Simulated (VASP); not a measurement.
# H8C13 in VASP: single point with PBEsol

Aim: the single point of H8C13 with PBEsol.

All numbers are computed with VASP 6.6.1; they aren't measurements. Logs are shortened: lines on timing, memory, paths and dates and some standing lists are left out, and cuts for length are marked.

### Step 1. The cell of the first run

The cell holds a wire with vacuum, 42 atoms: a = 20.200 Å, b = 20.200 Å, c = 2.513 Å, α = 90.00°, β = 90.00°, γ = 90.00°.

### Step 2. Single point, PBEsol

INCAR

```
SYSTEM = H8C13
  PREC = Accurate
  ENCUT = 520
  EDIFF = 1E-6
  ISMEAR = -1
  SIGMA = 0.05
  LREAL = Auto
  LASPH = .True.
  NELM = 100
  ALGO = Normal
  ISIF = 2
  LWAVE = .False.
  LCHARG = .False.
  GGA = PS
  NBANDS = 87
```

KPOINTS

```
regular mesh
0
Gamma
  1 1 8
  0 0 0
```

POSCAR

```
H8C13
1.0
   14.2835570000    -14.2835570000      0.0000000000
    0.0000000000      0.0000000000     20.2000000000
   -1.7769010000     -1.7769010000      0.0000000000
C H
26 16
Direct
    0.3548390000      0.3265900000      0.0027390000
    0.3756790000      0.5002170000      0.0026990000
    0.6445220000      0.3265330000      0.0025930000
    0.6237410000      0.5001720000      0.0026430000
    0.4996820000      0.3638500000      0.5026760000
    0.4997170000      0.5410660000      0.5026640000
    0.4997540000      0.7180540000      0.5026360000
    0.4996880000      0.3214770000      0.0026820000
    0.4997100000      0.4964070000      0.0026710000
    0.4997450000      0.6756310000      0.0026480000
    0.3670970000      0.3676510000      0.5027300000
    0.3775220000      0.5430850000      0.5026890000
    0.6322680000      0.3675990000      0.5026100000
    0.6219140000      0.5430390000      0.5026380000
    0.3095970000      0.4185390000      0.5027120000
    0.5642210000      0.4080160000      0.5026500000
    0.5611100000      0.5866900000      0.5026420000
    0.3120040000      0.4603320000      0.0027120000
    0.5631000000      0.4526580000      0.0026520000
    0.5602700000      0.6299250000      0.0026460000
    0.4351610000      0.4080380000      0.5027000000
    0.4383430000      0.5867140000      0.5026780000
    0.6897890000      0.4184710000      0.5026080000
    0.4363020000      0.4526800000      0.0026890000
    0.4392010000      0.6299480000      0.0026700000
    0.6873970000      0.4602640000      0.0026130000
    0.3015060000      0.3131530000      0.0027450000
    0.3801920000      0.2784780000      0.0027900000
    0.6191730000      0.2784190000      0.0025460000
    0.6978560000      0.3130990000      0.0026090000
    0.4556990000      0.7507880000      0.5026490000
    0.5438240000      0.7507680000      0.5026780000
    0.4573760000      0.2879410000      0.0026380000
    0.5420370000      0.2879940000      0.0027050000
    0.3326410000      0.5751790000      0.5027080000
    0.6668060000      0.5751180000      0.5026430000
    0.2631760000      0.3891340000      0.5027220000
    0.2697550000      0.4955840000      0.0027160000
    0.6059130000      0.6608480000      0.0026590000
    0.7361950000      0.3890460000      0.5026250000
    0.3935710000      0.6608910000      0.0026730000
    0.7296620000      0.4954970000      0.0026450000
```

Potentials or basis: VASP PAW PBE potentials, release 64 (C, H).

Launch:

```console
$ cat potpaw_PBE.64/C/POTCAR potpaw_PBE.64/H/POTCAR > POTCAR
$ mpirun -np 1 vasp_std > vasp.out
```

OUTCAR:

```text
SYSTEM = H8C13
   PREC = Accurate
   ENCUT = 520
   EDIFF = 1E-6
   ISMEAR = -1
   LREAL = Auto
   LASPH = .True.
   NELM = 100
   ISIF = 2
   GGA = PS

 ion  position               nearest neighbor table
   1  0.355  0.327  0.003-  28 1.10  27 1.11  11 1.53  11 1.53
   2  0.376  0.500  0.003-  18 1.52  12 1.53  12 1.53  24 1.56
   3  0.645  0.327  0.003-  29 1.10  30 1.11  13 1.53  13 1.53
   4  0.624  0.500  0.003-  26 1.52  14 1.53  14 1.53  19 1.56
   5  0.500  0.364  0.503-   8 1.52   8 1.52  21 1.58  16 1.58
   6  0.500  0.541  0.503-  22 1.55  17 1.55   9 1.55   9 1.55
[... 18 lines left out ...]
  25  0.439  0.630  0.003-  41 1.11  22 1.53  22 1.53  10 1.53
  26  0.687  0.460  0.003-  42 1.11  23 1.51  23 1.51   4 1.52
  27  0.302  0.313  0.003-   1 1.11
  28  0.380  0.278  0.003-   1 1.10
  29  0.619  0.278  0.003-   3 1.10
  30  0.698  0.313  0.003-   3 1.11
  31  0.456  0.751  0.503-   7 1.11
  32  0.544  0.751  0.503-   7 1.11
[... 8 lines left out ...]
  41  0.394  0.661  0.003-  25 1.11
  42  0.730  0.495  0.003-  26 1.11

  LATTYP: Found a simple tetragonal cell.
 ALAT       =    20.2000000283
 C/A-ratio  =     0.1244018559

  Lattice vectors:

 A1 = (  14.2835570000, -14.2835570000,   0.0000000000)
 A2 = (   0.0000000000,   0.0000000000,  20.2000000000)
 A3 = (  -1.7769010000,  -1.7769010000,   0.0000000000)

Analysis of symmetry for initial positions (statically):
=====================================================================
 Subroutine PRICEL returns:
 Original cell was already a primitive cell.

 Routine SETGRP: Setting up the symmetry group for a
 simple tetragonal supercell.

 Subroutine GETGRP returns: Found  1 space group operations
 (whereof  1 operations were pure point group operations)
 out of a pool of 16 trial point group operations.

The static configuration has the point symmetry C_1 .

Analysis of symmetry for dynamics (positions and initial velocities):
=====================================================================
 Subroutine PRICEL returns:
 Original cell was already a primitive cell.

 Routine SETGRP: Setting up the symmetry group for a
 simple tetragonal supercell.

 Subroutine GETGRP returns: Found  1 space group operations
 (whereof  1 operations were pure point group operations)
 out of a pool of 16 trial point group operations.

The dynamic configuration has the point symmetry C_1 .

 Subroutine INISYM returns: Found  1 space group operations
 (whereof  1 operations are pure point group operations),
 and found     1 'primitive' translations

----------------------------------------------------------------------------------------

                                     Primitive cell

  volume of cell :    1025.3709

  direct lattice vectors                    reciprocal lattice vectors
    14.283557000-14.283557000  0.000000000     0.035005286 -0.035005286  0.000000000
     0.000000000  0.000000000 20.200000000     0.000000000  0.000000000  0.049504950
    -1.776901000 -1.776901000  0.000000000    -0.281388777 -0.281388777  0.000000000

  length of vectors
    20.200000028 20.200000000  2.512917493     0.049504950  0.049504950  0.397943825

  position of ions in fractional coordinates (direct lattice)
     0.354839000  0.326590000  0.002739000
     0.375679000  0.500217000  0.002699000
     0.644522000  0.326533000  0.002593000
     0.623741000  0.500172000  0.002643000
     0.499682000  0.363850000  0.502676000
     0.499717000  0.541066000  0.502664000
[... 34 lines left out ...]
     0.393571000  0.660891000  0.002673000
     0.729662000  0.495497000  0.002645000

  ion indices of the primitive-cell ions
   primitive index   ion index
                 1           1
                 2           2
                 3           3
                 4           4
                 5           5
                 6           6
[... 34 lines left out ...]
                41          41
                42          42

----------------------------------------------------------------------------------------

 KPOINTS: regular mesh

Automatic generation of k-mesh.
 Grid dimensions read from file:
 generate k-points for:    1    1    8

 Generating k-lattice:

  Cartesian coordinates                     Fractional coordinates (reciprocal lattice)
     0.035005286 -0.035005286  0.000000000     1.000000000  0.000000000  0.000000000
     0.000000000  0.000000000  0.049504950     0.000000000  1.000000000  0.000000000
    -0.035173597 -0.035173597  0.000000000     0.000000000  0.000000000  0.125000000

  Length of vectors
     0.049504950  0.049504950  0.049742978

  Shift w.r.t. Gamma in fractional coordinates (k-lattice)
     0.000000000  0.000000000  0.000000000

 Subroutine IBZKPT returns following result:
 ===========================================

 Found      5 irreducible k-points:

 Following reciprocal coordinates:
            Coordinates               Weight
  0.000000  0.000000  0.000000      1.000000
  0.000000  0.000000  0.125000      2.000000
  0.000000  0.000000  0.250000      2.000000
  0.000000  0.000000  0.375000      2.000000
  0.000000  0.000000  0.500000      1.000000
   k-points           NKPTS =      5   k-points in BZ     NKDIM =      5   number of bands    NBANDS=     87
   number of dos      NEDOS =    301   number of ions     NIONS =     42
   total plane-waves  NPLWV = 450000
   dimension x,y,z NGX =   150 NGY =  150 NGZ =   20
   dimension x,y,z NGXF=   300 NGYF=  300 NGZF=   40
   ions per type =              26  16
   NGX,Y,Z   is equivalent  to a cutoff of  12.34, 12.34, 13.23 a.u.
   NGXF,Y,Z  is equivalent  to a cutoff of  24.69, 24.69, 26.46 a.u.
 SYSTEM =  H8C13
   PREC   = accura    normal or accurate (medium, high low for compatibility)
   ISTART =      0    job   : 0-new  1-cont  2-samecut
   ICHARG =      2    charge: 1-file 2-atom 10-const
   ISPIN  =      1    spin polarized calculation?
   LNONCOLLINEAR =      F non collinear calculations
   LSORBIT =      F    spin-orbit coupling
   LASPH  =      T    aspherical Exc in radial PAW
   ENCUT  =  520.0 eV  38.22 Ry    6.18 a.u.  37.56 37.56  4.67*2*pi/ulx,y,z
   NELM   =    100;   NELMIN=  2; NELMDL= -5     # of ELM steps
   EDIFF  = 0.1E-05   stopping-criterion for ELM
   LREAL  =      T    real-space projection
   EDIFFG = 0.1E-04   stopping-criterion for IOM
   NSW    =      0    number of steps for IOM
[... 5 lines left out ...]
   TEBEG  =    0.0;   TEEND  =   0.0 temperature during run
   PSTRESS=    0.0 pullay stress
   NELECT =     120.0000    total number of electrons
   NUPDOWN=      -1.0000    fix difference up-down
   EMIN   =  10.00;   EMAX   =-10.00  energy-range for DOS
   EFERMI =   0.00;   METHOD = LEGACY
   ISMEAR =    -1;   SIGMA  =   0.05  broadening in eV -4-tet -1-fermi 0-gaus
   EFERMI_NEDOS =   21; number of points for ismear=-14 and -15
   IALGO  =     38    algorithm
   IMIX   =      4    mixing-type and parameters
     AMIX     =   0.40;   BMIX     =  1.00
     AMIX_MAG =   1.60;   BMIX_MAG =  1.00
  volume/ion in A,a.u.               =      24.41       164.75
  Fermi-wavevector in a.u.,A,eV,Ry     =   0.800771  1.513237  8.724518  0.641234
  Thomas-Fermi vector in A             =   1.908130
   LORBIT       =      0    0 simple, 1 ext, 2 COOP (PROOUT), +10 PAW based schemes
   GGA     = PS    functional components
   LHFCALC =     F    Hartree Fock is set to
   AEXX    =    0.0000 exact exchange contribution
   IVDW    =     0    specifies the selected vdW correction
   LEPSILON=     F    determine dielectric tensor
   LRPA    =     F    only Hartree local field effects (RPA)
 non-spin polarized calculation
  energy-cutoff  :      520.00
  volume of cell :     1025.37
 maximum number of plane-waves:     27673
 NGX is ok and might be reduce to   150
   NGX = 75   NGY = 75   NGZ =  9

 number of electron     120.0000020 magnetization

 Free energy of the ion-electron system (eV)
  ---------------------------------------------------
  ext. energy  EPLUGINS =         0.00000000
  ---------------------------------------------------
  free energy    TOTEN  =      -306.05857462 eV

  energy without entropy =     -306.05857462  energy(sigma->0) =     -306.05857462

 E-fermi :  -0.9676     XC(G=0):  -3.1450

 val. band max:       -2.0924239270   @ k =   0.0000   0.0000   0.0000
 cond. band min:       1.2783706277   @ k =   0.0000   0.0000   0.0000
 fundamental gap:      3.3707945547
 Fermi energy:        -0.9676254765

 k-point     1 :       0.0000    0.0000    0.0000
  band No.  band energies     occupation
      1     -21.9103      2.00000
      2     -21.0003      2.00000
      3     -20.8145      2.00000
      4     -19.6499      2.00000
      5     -19.4623      2.00000
      6     -19.3757      2.00000
[... 64 lines left out ...]
     71       2.7685      0.00000
     72       2.8212      0.00000

 k-point     2 :       0.0000    0.0000    0.1250
  band No.  band energies     occupation
      1     -21.6216      2.00000
      2     -20.7148      2.00000
      3     -20.5301      2.00000
      4     -19.3694      2.00000
      5     -19.1842      2.00000
      6     -19.0988      2.00000
[... 64 lines left out ...]
     71       3.1252      0.00000
     72       3.1598      0.00000

 k-point     3 :       0.0000    0.0000    0.2500
  band No.  band energies     occupation
      1     -20.7613      2.00000
      2     -19.8644      2.00000
      3     -19.6843      2.00000
      4     -18.5345      2.00000
      5     -18.3587      2.00000
      6     -18.2797      2.00000
[... 64 lines left out ...]
     71       3.8545      0.00000
     72       4.0284      0.00000

 k-point     4 :       0.0000    0.0000    0.3750
  band No.  band energies     occupation
      1     -19.3520      2.00000
      2     -18.4731      2.00000
      3     -18.3105      2.00000
      4     -17.1720      2.00000
      5     -17.0285      2.00000
      6     -16.9938      2.00000
[... 64 lines left out ...]
     71       4.7527      0.00000
     72       4.9577      0.00000

 k-point     5 :       0.0000    0.0000    0.5000
  band No.  band energies     occupation
      1     -17.4750      2.00000
      2     -17.4685      2.00000
      3     -16.6912      2.00000
      4     -16.6777      2.00000
      5     -16.5625      2.00000
      6     -16.5076      2.00000
[... 64 lines left out ...]
     71       5.4282      0.00000
     72       5.4807      0.00000
 [bands above 72 left out]

------------------------ aborting loop because EDIFF is reached ----------------------------------------

  FORCE on cell =-STRESS in cart. coord.  units (eV):
  Direction    XX          YY          ZZ          XY          YZ          ZX
  --------------------------------------------------------------------------------------
  -------------------------------------------------------------------------------------
  Total        2.4820344      2.5086648      0.7792656      1.7134076     -0.0010687     -0.0138610
  in kB        3.8782644      3.9198752      1.2176293      2.6772585     -0.0016698     -0.0216583
  external PRESSURE =       3.0052563 kB  Pullay stress =       0.0000000 kB

 VOLUME and BASIS-vectors are now :
 -----------------------------------------------------------------------------
  energy-cutoff  :      520.00
  volume of cell :     1025.37
      direct lattice vectors                 reciprocal lattice vectors
    14.283557000-14.283557000  0.000000000     0.035005286 -0.035005286  0.000000000
     0.000000000  0.000000000 20.200000000     0.000000000  0.000000000  0.049504950
    -1.776901000 -1.776901000  0.000000000    -0.281388777 -0.281388777  0.000000000

 POSITION                                       TOTAL-FORCE (eV/Angst)
 -----------------------------------------------------------------------------------
      5.06350     -5.07323      6.59712         0.006349     -0.008727     -0.006452
      5.36124     -5.37083     10.10438         0.019299     -0.010695     -0.001438
      9.20146     -9.21067      6.59597        -0.011678      0.014139     -0.004145
      8.90454     -8.91394     10.10347        -0.006425      0.015244     -0.005696
      6.24403     -8.03044      7.34977         0.005844     -0.001469      0.003749
      6.24455     -8.03092     10.92953        -0.001688     -0.000593     -0.000777
[... 34 lines left out ...]
      5.61684     -5.62634     13.35000        -0.022684      0.021278      0.020639
     10.41747    -10.42687     10.00904         0.019119     -0.020078      0.022131
 -----------------------------------------------------------------------------------
    total drift:                                0.022914      0.045315      0.007852

  FREE ENERGIE OF THE ION-ELECTRON SYSTEM (eV)
  ---------------------------------------------------
  free  energy   TOTEN  =      -306.0585746169 eV

  energy  without entropy=     -306.0585746168  energy(sigma->0) =     -306.05857462
```

It took 22 min on 1 thread of Intel Xeon 6975P-C, shared host; peak memory 0.96 GiB.

What came out:

| Property | Result |
| --- | --- |
| Free energy | -306.0586 eV |
| Largest force | 0.039 eV/Å |
| Band gap on the k mesh | 3.37 eV, direct |

Forces in eV/Å, atoms in the order of the input:
```
C    0.006 -0.009 -0.006
C    0.019 -0.011 -0.001
C   -0.012  0.014 -0.004
C   -0.006  0.015 -0.006
C    0.006 -0.001  0.004
C   -0.002 -0.001 -0.001
C   -0.002  0.003 -0.001
C   -0.005  0.002 -0.006
C    0.008 -0.001 -0.002
C    0.004  0.006  0.014
C    0.015 -0.016  0.007
C   -0.007 -0.002  0.000
C   -0.011  0.009  0.002
C   -0.003  0.000  0.000
C   -0.005  0.008  0.006
C   -0.002  0.001 -0.022
C   -0.003 -0.002  0.001
C   -0.010  0.006  0.008
C   -0.001  0.004  0.004
C    0.000  0.006  0.000
C    0.006 -0.007 -0.015
C   -0.002  0.002  0.003
C    0.004 -0.002  0.004
C   -0.002  0.004  0.002
C    0.005 -0.003 -0.002
C    0.007 -0.010  0.005
H   -0.027  0.025 -0.010
H    0.010 -0.011 -0.031
H   -0.010  0.008 -0.032
H    0.026 -0.027 -0.010
H   -0.020  0.019  0.022
H    0.019 -0.020  0.022
H   -0.018  0.016 -0.022
H    0.016 -0.018 -0.023
H   -0.022  0.021  0.021
H    0.021 -0.022  0.021
H   -0.022  0.021 -0.019
H   -0.020  0.018  0.022
H    0.022 -0.023  0.021
H    0.022 -0.024 -0.019
H   -0.023  0.021  0.021
H    0.019 -0.020  0.022
```

Caveat: the PAW data sets were made with another functional, which shifts forces and pressure a little.
